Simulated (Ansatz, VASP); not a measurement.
## InSe: VASP beside Ansatz

The input INCAR:

```
PREC     = Accurate       # precision mode
ENCUT    = 520            # plane-wave cutoff, eV
EDIFF    = 1E-6           # SCF threshold, eV
ISMEAR   = 0              # smearing method
SIGMA    = 0.02           # smearing width, eV
LREAL    = F              # projectors in reciprocal space
LASPH    = T              # aspherical terms in the spheres
NELM     = 80             # most SCF steps
ALGO     = Normal         # electronic algorithm
ISIF     = 2              # what is computed and relaxed
LWAVE    = F              # write WAVECAR
LCHARG   = F              # write CHGCAR
LDIPOL   = T            
IDIPOL   = 3            
DIPOL    = 0.5 0.5 0.500
GGA      = PE             # functional
IVDW     = 12             # dispersion correction
NBANDS   = 27             # bands
```

The input KPOINTS:

```
regular mesh
0
Gamma
  9 9 1
```

File POSCAR:

```
InSe
1.0
    3.8250000000      0.0000000000      0.0000000000
   -1.9125000000      3.3125471695      0.0000000000
    0.0000000000      0.0000000000     36.7211901288
Se In
2 2
Direct
    0.0000000000      0.0000000000      0.4314289814
    0.0000000000      0.0000000000      0.5685432738
    0.6666666667      0.3333333333      0.4644126644
    0.6666666667      0.3333333333      0.5355596410
```

Input for Ansatz:

```yaml
crystal:
  lattice:
    - [3.825, 0.0, 0.0]
    - [-1.9125, 3.3125471695, 0.0]
    - [0.0, 0.0, 36.7211901288]
  atoms:
    - { symbol: Se, position: [0.0, 0.0, 0.4314289814] }
    - { symbol: In, position: [0.6666666667, 0.3333333333, 0.4644126644] }
    - { symbol: In, position: [0.6666666667, 0.3333333333, 0.535559641] }
    - { symbol: Se, position: [0.0, 0.0, 0.5685432738] }
  periodic: [true, true, false]
basis:
  ecutwfc: 420
kpoints:
  mp_grid: { grid: [9, 9, 1] }
hamiltonian:
  xc: pbe
  dispersion: d3bj
scf:
  occupations: { method: gaussian, width: 0.02 }
output:
  forces: true
  stress: true
  eigenvalues: true
```

Alike in both runs: task single point; functional PBE; dispersion D3(BJ); k mesh 9 × 9 × 1; occupations gaussian, width 0.02 eV; no spin polarisation.

|  | VASP | Ansatz |
| --- | --- | --- |
| version | VASP 6.6.1 | Ansatz 0.2.0 |
| potentials or method | VASP PAW PBE potentials, release 64 (Se, In_d), cutoff 520 eV | scalar-relativistic, plane waves, PAW |
| valence electrons in the cell | 38 | 58 |

```tsv
	VASP	Ansatz	Ansatz less VASP
gap on the k mesh at the Fermi level (eV)	2.19	2.21	+0.014
least direct gap on the mesh (eV)	2.31	2.32	+0.011
rms of the force components (eV/Å)	0.719	0.708	-0.0109
```

VASP's potentials hold 38 valence electrons a cell and Ansatz's 58, so a difference there can come from the potentials and not from the codes.
